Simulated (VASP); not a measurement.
Runs of VASP 6.6.1 on IrRh2. The structure is that of space group P-6m2 (No. 187), or close to it. The cells are those of the table. 

```tsv
task	cell	k mesh	cutoff (eV)	gap on the mesh (eV)	pressure (GPa)	largest force (eV/Å)
relaxation of cell and atoms	relaxed from a = 2.698, b = 2.698, c = 13.120 Å, angles 90.0, 90.0, 120.0°, 6 atoms	6 × 6 × 2	600	none	-0.1	0.02
single point	a = 2.698, b = 2.698, c = 13.120 Å, angles 90.0, 90.0, 120.0°, 6 atoms	6 × 6 × 2	520	none	11.0	(a)
single point	a = 2.750, b = 2.750, c = 13.076 Å, angles 90.0, 90.0, 120.0°, 6 atoms	6 × 6 × 2	520	none	0.1	0.02
single point	a = 2.731, b = 2.731, c = 13.226 Å, angles 90.0, 90.0, 120.0°, 6 atoms	18 × 18 × 4	520	none	0.2	0.02
```

Alike in all rows: level PBE; potentials or basis VASP PAW PBE potentials, release 64 (Ir, Rh_pv); no spin polarisation; smearing gaussian 0.1 eV.

Q: Fill in the values left out.

A: (a) 0.18.

Caveats: some runs use coarse meshes; spin-orbit coupling is left out, which moves the levels of the heavy elements.

A k mesh can miss the band edges, and the runs leave out spin-orbit coupling on Ir, Rh.

A gap of «none» marks levels without a gap at the run's occupations.
